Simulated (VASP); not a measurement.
**BN: single point with r2SCAN**

Crystal: BN.

```xyz
4
Lattice="2.5040 0.0000 0.0000 -1.2520 2.1685 0.0000 0.0000 0.0000 6.6612" Properties=species:S:1:pos:R:3 pbc="T T T"
B     0.0000    1.4457    1.6653
B     1.2520    0.7228    4.9959
N     0.4330    1.6957    4.9959
N     1.6850    0.9728    1.6653
```

This cell differs from its parent crystal: all N atoms moved -0.500 Å, as atom 3 towards its neighbour atom 2 (B) at 1.446 Å.

```
Program                : VASP 6.6.1
Task                   : single point
Functional             : r2SCAN
Potentials or basis    : VASP PAW PBE potentials, release 64 (B, N)
Cutoff                 : 520 eV
k mesh                 : 12 × 12 × 4
Occupations            : gaussian, width 0.05 eV
Spin                   : no spin polarisation
Dipole correction      : no
Further INCAR settings : ALGO = Normal; EDIFF = 1e-06; NBANDS = 16
```

```yaml
Pressure: 112.1 GPa
Largest_force: 71.726 eV/Å
Band_gap_on_the_k_mesh: 2.19 eV (least direct gap 3.82 eV)
```

Forces in eV/Å, atoms in the order of the input:
```
B    62.104  35.856   0.000
B     3.818   2.204   0.000
N    -3.806  -2.197   0.000
N   -62.116 -35.863   0.000
```

Stress tensor (GPa, compression positive):
```
229.09 105.38   0.00
105.38 107.40   0.00
  0.00   0.00  -0.27
```

Levels at points of the mesh, in eV from the valence-band top:
| k point | band 5 | band 6 | band 7 | band 8 | band 9 | band 10 | band 11 | band 12 |
| --- | --- | --- | --- | --- | --- | --- | --- | --- |
| (0.00, 0.00, 0.00) | -6.68 | -6.66 | -1.02 | 0.00 | 3.82 | 8.68 | 8.78 | 9.02 |
| (0.50, 0.00, 0.00) | -9.71 | -4.95 | -4.61 | -3.90 | 4.03 | 7.93 | 8.27 | 8.91 |
| (0.00, 0.50, 0.00) | -5.11 | -4.89 | -2.96 | -2.51 | 2.20 | 4.47 | 4.67 | 6.98 |
| (0.00, 0.00, 0.50) | -7.67 | -6.58 | -1.02 | 0.00 | 5.74 | 6.09 | 8.78 | 9.15 |
| (0.50, 0.00, 0.50) | -9.71 | -4.95 | -4.53 | -3.89 | 3.71 | 7.05 | 8.82 | 9.49 |
| (0.00, 0.50, 0.50) | -5.11 | -4.81 | -2.95 | -2.55 | 2.19 | 4.50 | 4.73 | 6.38 |

Wall time 110 s on 1 thread of Intel(R) Xeon(R) 6975P-C (Granite Rapids) (shared host), peak memory 0.19 GiB.

Caveat: the cell differs from its parent crystal (all N atoms moved -0.500 Å, as atom 3 towards its neighbour atom 2 (B) at 1.446 Å); atoms lie so close that the PAW spheres overlap strongly, which falsifies energies and pressures; the cell stands under pressure; the PAW data sets were made with another functional, which shifts forces and pressure a little. A k mesh can miss the band edges.
